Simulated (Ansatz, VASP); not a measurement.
Two plane-wave programs on SnO

Contents of INCAR:

```
SYSTEM = SnO
PREC = Accurate
ENCUT = 520
EDIFF = 1E-6
ISMEAR = -1
SIGMA = 0.02
LREAL = .False.
LASPH = .True.
NELM = 60
ALGO = Normal
ISIF = 2
LWAVE = .False.
LCHARG = .False.
GGA = PE
NBANDS = 17
```

Contents of KPOINTS:

```
Automatic mesh
0
Gamma
  8 8 8
  0 0 0
```

File POSCAR:

```
SnO
1.0
    0.0000000000      2.5065567712      2.5065567712
    2.5065567712      0.0000000000      2.5065567712
    2.5065567712      2.5065567712      0.0000000000
Sn O
1 1
Direct
    0.0000000000      0.0000000000      0.0000000000
    0.5000000000      0.5000000000      0.5000000000
```

Input for Ansatz:

```yaml
crystal:
  lattice:
    - [0.0, 2.5065567712, 2.5065567712]
    - [2.5065567712, 0.0, 2.5065567712]
    - [2.5065567712, 2.5065567712, 0.0]
  atoms:
    - { symbol: Sn, position: [0.0, 0.0, 0.0] }
    - { symbol: O, position: [0.5, 0.5, 0.5] }
kpoints:
  mp_grid: { grid: [8, 8, 8] }
hamiltonian:
  xc: pbe
scf:
  occupations: { method: fermi_dirac, width: 0.02 }
  n_extra_bands: 4
output:
  forces: true
  stress: true
  eigenvalues: true
```

Alike in both runs: task single point; functional PBE; k mesh 8 × 8 × 8; occupations fermi-dirac, width 0.02 eV; no spin polarisation.

|  | VASP | Ansatz |
| --- | --- | --- |
| version | VASP 6.6.1 | Ansatz 0.2.0 |
| potentials or method | VASP PAW PBE potentials, release 64 (Sn_d, O) | plane waves, PAW |
| plane-wave cutoff (eV) | 520 | 420 |
| valence electrons in the cell | 20 | 20 |

|  | VASP | Ansatz | Ansatz less VASP |
| --- | --- | --- | --- |
| gap on the k mesh at the Fermi level (eV) | 0.90 | 0.90 | +0.002 |
| pressure (GPa) | 6.4 | 6.5 | +0.05 |
